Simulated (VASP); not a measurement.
# Al2InN3 (P-3m1) in VASP: relaxation of cell and atoms with PBE

Aim: the relaxation of cell and atoms of Al2InN3 with PBE.

All numbers are computed with VASP 6.6.1; they aren't measurements. Logs are shortened: lines on timing, memory, paths and dates and some standing lists are left out, and cuts for length are marked.

## Step 1: The cell of the first run

Symmetry: P-3m1, No. 164, trigonal system. The conventional cell has a = 4.769 Å, b = 4.769 Å, c = 3.757 Å, α = 90.00°, β = 90.00°, γ = 120.00°. Al (site symmetry 3m) has 2 N at 1.86 to 1.90 Å within 2.5 Å. Within 2.5 Å of In (site symmetry -3m) lie 2 N at 1.88 Å. N (site symmetry 3m) has 2 Al at 1.86 to 1.90 Å within 2.5 Å. Within 2.5 Å of N (site symmetry -3m) lie 2 In at 1.88 Å.

The cell was built from a structure type or drawn by symmetry, and may not be a known phase.

## Step 2: Relaxation of cell and atoms, PBE

The input, INCAR:

```
SYSTEM = Al2InN3
ALGO = Normal
EDIFF = 1E-6
EDIFFG = -0.01
ENCUT = 600
GGA = PE
IBRION = 2
ISIF = 3
ISMEAR = 0
LASPH = .True.
LCHARG = .False.
LREAL = .False.
LWAVE = .False.
NELM = 60
NSW = 100
PREC = Accurate
SIGMA = 0.1
```

The input, KPOINTS:

```
k-points
0
Gamma
  12 12 10
  0 0 0
```

The input, POSCAR:

```
Al2InN3
1.0
    4.7689960283      0.0000000000      0.0000000000
   -2.3844980141      4.1300717110      0.0000000000
    0.0000000000      0.0000000000      3.7573270819
Al In N
2 1 3
Direct
    0.3333333333      0.6666666667      0.1663059187
    0.6666666667      0.3333333333      0.8336940813
    0.0000000000      0.0000000000      0.5000000000
    0.3333333333      0.6666666667      0.6714191470
    0.6666666667      0.3333333333      0.3285808530
    0.0000000000      0.0000000000      0.0000000000
```

Potentials or basis: VASP PAW PBE potentials, release 64 (Al, In_d, N).

Run with:

```console
cat potpaw_PBE.64/Al/POTCAR potpaw_PBE.64/In_d/POTCAR potpaw_PBE.64/N/POTCAR > POTCAR
mpirun -np 1 vasp_std > vasp.out
```

OUTCAR:

```text
SYSTEM = Al2InN3
   EDIFF = 1E-6
   EDIFFG = -0.01
   ENCUT = 600
   GGA = PE
   IBRION = 2
   ISIF = 3
   ISMEAR = 0
   LASPH = .True.
   LREAL = .False.
   NELM = 60
   NSW = 100
   PREC = Accurate

 ion  position               nearest neighbor table
   1  0.333  0.667  0.166-   4 1.86   4 1.90   2 3.02   2 3.02   2 3.02   3 3.03   3 3.03   3 3.03

   2  0.667  0.333  0.834-   5 1.86   5 1.90   1 3.02   1 3.02   1 3.02   3 3.03   3 3.03   3 3.03

   3  0.000  0.000  0.500-   6 1.88   6 1.88   4 2.83   5 2.83   4 2.83   5 2.83   5 2.83   4 2.83
                             1 3.03   2 3.03   1 3.03   2 3.03   1 3.03   2 3.03
   4  0.333  0.667  0.671-   1 1.86   1 1.90   3 2.83   3 2.83   3 2.83
   5  0.667  0.333  0.329-   2 1.86   2 1.90   3 2.83   3 2.83   3 2.83
   6  0.000  0.000  0.000-   3 1.88   3 1.88

  LATTYP: Found a hexagonal cell.
 ALAT       =     4.7689960283
 C/A-ratio  =     0.7878654248

  Lattice vectors:

 A1 = (   4.7689960283,   0.0000000000,   0.0000000000)
 A2 = (  -2.3844980141,   4.1300717110,   0.0000000000)
 A3 = (   0.0000000000,   0.0000000000,   3.7573270819)

Analysis of symmetry for initial positions (statically):
=====================================================================
 Subroutine PRICEL returns:
 Original cell was already a primitive cell.

 Routine SETGRP: Setting up the symmetry group for a
 hexagonal supercell.

 Subroutine GETGRP returns: Found 12 space group operations
 (whereof 12 operations were pure point group operations)
 out of a pool of 24 trial point group operations.

The static configuration has the point symmetry D_3d.

Analysis of symmetry for dynamics (positions and initial velocities):
=====================================================================
 Subroutine PRICEL returns:
 Original cell was already a primitive cell.

 Routine SETGRP: Setting up the symmetry group for a
 hexagonal supercell.

 Subroutine GETGRP returns: Found 12 space group operations
 (whereof 12 operations were pure point group operations)
 out of a pool of 24 trial point group operations.

The dynamic configuration has the point symmetry D_3d.

 Subroutine INISYM returns: Found 12 space group operations
 (whereof 12 operations are pure point group operations),
 and found     1 'primitive' translations

----------------------------------------------------------------------------------------

                                     Primitive cell

  volume of cell :      74.0054

  direct lattice vectors                    reciprocal lattice vectors
     4.768996028  0.000000000  0.000000000     0.209687740  0.121063273  0.000000000
    -2.384498014  4.130071711  0.000000000     0.000000000  0.242126546  0.000000000
     0.000000000  0.000000000  3.757327082     0.000000000  0.000000000  0.266146646

  length of vectors
     4.768996028  4.768996028  3.757327082     0.242126546  0.242126546  0.266146646

  position of ions in fractional coordinates (direct lattice)
     0.333333333  0.666666667  0.166305919
     0.666666667  0.333333333  0.833694081
     0.000000000  0.000000000  0.500000000
     0.333333333  0.666666667  0.671419147
     0.666666667  0.333333333  0.328580853
     0.000000000  0.000000000  0.000000000

  ion indices of the primitive-cell ions
   primitive index   ion index
                 1           1
                 2           2
                 3           3
                 4           4
                 5           5
                 6           6

----------------------------------------------------------------------------------------

 KPOINTS: k-points

Automatic generation of k-mesh.
 Grid dimensions read from file:
 generate k-points for:   12   12   10

 Generating k-lattice:

  Cartesian coordinates                     Fractional coordinates (reciprocal lattice)
     0.017473978  0.010088606  0.000000000     0.083333333  0.000000000  0.000000000
     0.000000000  0.020177212  0.000000000     0.000000000  0.083333333  0.000000000
     0.000000000  0.000000000  0.026614665     0.000000000  0.000000000  0.100000000

  Length of vectors
     0.020177212  0.020177212  0.026614665

  Shift w.r.t. Gamma in fractional coordinates (k-lattice)
     0.000000000  0.000000000  0.000000000

 Subroutine IBZKPT returns following result:
 ===========================================

 Found    162 irreducible k-points:

 Following reciprocal coordinates:
            Coordinates               Weight
  0.000000  0.000000  0.000000      1.000000
  0.083333  0.000000  0.000000      6.000000
  0.166667 -0.000000  0.000000      6.000000
  0.250000 -0.000000  0.000000      6.000000
  0.333333 -0.000000  0.000000      6.000000
  0.416667 -0.000000  0.000000      6.000000
[... 16 lines left out ...]
  0.166667 -0.000000  0.100000      6.000000
  0.000000  0.166667  0.100000      6.000000
 [... further k-points ...]
   k-points           NKPTS =    162   k-points in BZ     NKDIM =    162   number of bands    NBANDS=     21
   number of dos      NEDOS =    301   number of ions     NIONS =      6
   total plane-waves  NPLWV =  48000
   dimension x,y,z NGX =    40 NGY =   40 NGZ =   30
   dimension x,y,z NGXF=    80 NGYF=   80 NGZF=   60
   ions per type =               2   1   3
   NGX,Y,Z   is equivalent  to a cutoff of  13.94, 13.94, 13.27 a.u.
   NGXF,Y,Z  is equivalent  to a cutoff of  27.89, 27.89, 26.55 a.u.
 SYSTEM =  Al2InN3
   PREC   = accura    normal or accurate (medium, high low for compatibility)
   ISTART =      0    job   : 0-new  1-cont  2-samecut
   ICHARG =      2    charge: 1-file 2-atom 10-const
   ISPIN  =      1    spin polarized calculation?
   LNONCOLLINEAR =      F non collinear calculations
   LSORBIT =      F    spin-orbit coupling
   LASPH  =      T    aspherical Exc in radial PAW
   ENCUT  =  600.0 eV  44.10 Ry    6.64 a.u.   9.52  9.52  7.50*2*pi/ulx,y,z
   NELM   =     60;   NELMIN=  2; NELMDL= -5     # of ELM steps
   EDIFF  = 0.1E-05   stopping-criterion for ELM
   LREAL  =      F    real-space projection
   EDIFFG = -.1E-01   stopping-criterion for IOM
   NSW    =    100    number of steps for IOM
   IBRION =      2    ionic relax: 0-MD 1-quasi-New 2-CG
   NFREE  =      1    steps in history (QN), initial steepest desc. (CG)
   ISIF   =      3    stress and relaxation
   ISYM   =      2    0-nonsym 1-usesym 2-fastsym
   POTIM  = 0.5000    time-step for ionic-motion
   TEBEG  =    0.0;   TEEND  =   0.0 temperature during run
   PSTRESS=    0.0 pullay stress
   NELECT =      34.0000    total number of electrons
   NUPDOWN=      -1.0000    fix difference up-down
   EMIN   =  10.00;   EMAX   =-10.00  energy-range for DOS
   EFERMI =   0.00;   METHOD = LEGACY
   ISMEAR =     0;   SIGMA  =   0.10  broadening in eV -4-tet -1-fermi 0-gaus
   EFERMI_NEDOS =   21; number of points for ismear=-14 and -15
   IALGO  =     38    algorithm
   IMIX   =      4    mixing-type and parameters
     AMIX     =   0.40;   BMIX     =  1.00
     AMIX_MAG =   1.60;   BMIX_MAG =  1.00
  volume/ion in A,a.u.               =      12.33        83.24
  Fermi-wavevector in a.u.,A,eV,Ry     =   1.263223  2.387145 21.711249  1.595732
  Thomas-Fermi vector in A             =   2.396591
   LORBIT       =      0    0 simple, 1 ext, 2 COOP (PROOUT), +10 PAW based schemes
   GGA     = PE    functional components
   LHFCALC =     F    Hartree Fock is set to
   AEXX    =    0.0000 exact exchange contribution
   IVDW    =     0    specifies the selected vdW correction
   LEPSILON=     F    determine dielectric tensor
   LRPA    =     F    only Hartree local field effects (RPA)
 conjugate gradient relaxation of ions
 non-spin polarized calculation
 Gauss-broadening in eV      SIGMA  =   0.10
  energy-cutoff  :      600.00
  volume of cell :       74.01
 maximum number of plane-waves:      2500
 NGX is ok and might be reduce to    40
   NGX = 19   NGY = 19   NGZ = 15

--------------------------------------- Ionic step        1  -------------------------------------------

 number of electron      34.0000001 magnetization

 Free energy of the ion-electron system (eV)
  ---------------------------------------------------
  ext. energy  EPLUGINS =         0.00000000
  ---------------------------------------------------
  free energy    TOTEN  =       -31.96958539 eV

  energy without entropy =      -31.96900754  energy(sigma->0) =      -31.96929646

------------------------ aborting loop because EDIFF is reached ----------------------------------------

  FORCE on cell =-STRESS in cart. coord.  units (eV):
  Direction    XX          YY          ZZ          XY          YZ          ZX
  --------------------------------------------------------------------------------------
  -------------------------------------------------------------------------------------
  Total       -0.0693864     -0.0693864     -0.3261425     -0.0000000     -0.0000000      0.0000000
  in kB       -1.5021779     -1.5021779     -7.0608091     -0.0000000     -0.0000000      0.0000000
  external PRESSURE =      -3.3550549 kB  Pullay stress =       0.0000000 kB
[... 105 lines left out ...]
  energy  without entropy=      -31.9692066610  energy(sigma->0) =      -31.96948448

--------------------------------------- Ionic step        4  -------------------------------------------

 number of electron      34.0000001 magnetization

 Free energy of the ion-electron system (eV)
  ---------------------------------------------------
  ext. energy  EPLUGINS =         0.00000000
  ---------------------------------------------------
  free energy    TOTEN  =       -31.96976210 eV

  energy without entropy =      -31.96920685  energy(sigma->0) =      -31.96948448

 E-fermi :   7.6430     XC(G=0): -11.0407

 val. band max:        7.6298393863   @ k =   0.0000   0.0000   0.1000
 cond. band min:       8.0266867109   @ k =   0.0833   0.0000   0.0000
 fundamental gap:      0.3968473246
 Fermi energy:         7.6430455103

 k-point     1 :       0.0000    0.0000    0.0000
  band No.  band energies     occupation
      1      -9.7131      2.00000
      2      -7.5273      2.00000
      3      -6.9752      2.00000
      4      -6.9752      2.00000
      5      -6.7928      2.00000
      6      -6.7928      2.00000
[... 550 lines left out ...]
      5      -6.8175      2.00000
      6      -6.8099      2.00000
[... 13 lines left out ...]
     20      10.6690      0.00000
     21      12.3061      0.00000

 [... further k-points ...]

------------------------ aborting loop because EDIFF is reached ----------------------------------------

  FORCE on cell =-STRESS in cart. coord.  units (eV):
  Direction    XX          YY          ZZ          XY          YZ          ZX
  --------------------------------------------------------------------------------------
  -------------------------------------------------------------------------------------
  Total       -0.0058661     -0.0058661      0.0172387     -0.0000000      0.0000000     -0.0000000
  in kB       -0.1271755     -0.1271755      0.3737342     -0.0000000      0.0000000     -0.0000000
  external PRESSURE =       0.0397944 kB  Pullay stress =       0.0000000 kB
[... 21 lines left out ...]
  FREE ENERGIE OF THE ION-ELECTRON SYSTEM (eV)
  ---------------------------------------------------
  free  energy   TOTEN  =       -31.9697620998 eV

  energy  without entropy=      -31.9692068532  energy(sigma->0) =      -31.96948448

 reached required accuracy - stopping structural energy minimisation
```

It took 4.1 min on 1 thread of Intel Xeon 6975P-C (Granite Rapids), shared host; peak memory 0.45 GiB.

Results:

```
Free energy                           : -31.9698 eV
Relaxed volume                        : 12.32 Å³/atom
Relaxed cell                          : a = 4.768 Å, b = 4.768 Å, c = 3.754 Å, α = 90.00°, β = 90.00°, γ = 120.00°
Space group after relaxing (to 0.1 Å) : P-3m1 (No. 164)
Energy gained by relaxing             : 0.0 meV/atom
Ionic steps                           : 4
Pressure after relaxing               : 0.0 GPa
Largest force after relaxing          : 0.010 eV/Å
Band gap on the k mesh                : zero (bands 17 and 18 overlap by 0.01 eV)
```

Forces in eV/Å, atoms in the order of the input:
```
Al   0.000  0.000 -0.003
Al   0.000  0.000  0.003
In   0.000  0.000  0.000
N    0.000  0.000 -0.010
N    0.000  0.000  0.010
N    0.000  0.000  0.000
```

The path:
| step | energy change (eV) | largest force (eV/Å) | pressure (GPa) | volume (Å³) |
| --- | --- | --- | --- | --- |
| 1 | 0.0000 | 0.0105 | -0.34 | 74.01 |
| 2 | 0.0003 | 0.0099 | 0.55 | 73.73 |
| 3 | -0.0002 | 0.0105 | -0.01 | 73.90 |
| 4 | -0.0002 | 0.0097 | 0.00 | 73.90 |

Final structure:
```xyz
6
Lattice="4.7680 0.0000 0.0000 -2.3840 4.1292 0.0000 0.0000 0.0000 3.7536" Properties=species:S:1:pos:R:3 pbc="T T T"
Al    0.0000    2.7528    0.6241
Al    2.3840    1.3764    3.1295
In    4.7680    0.0000    1.8768
N     0.0000    2.7528    2.5201
N     2.3840    1.3764    1.2336
N     4.7680    0.0000    0.0000
```

Caveat: semilocal functionals underestimate gaps, so a narrow gap can read as zero; spin-orbit coupling is left out, which moves the levels of the heavy elements.
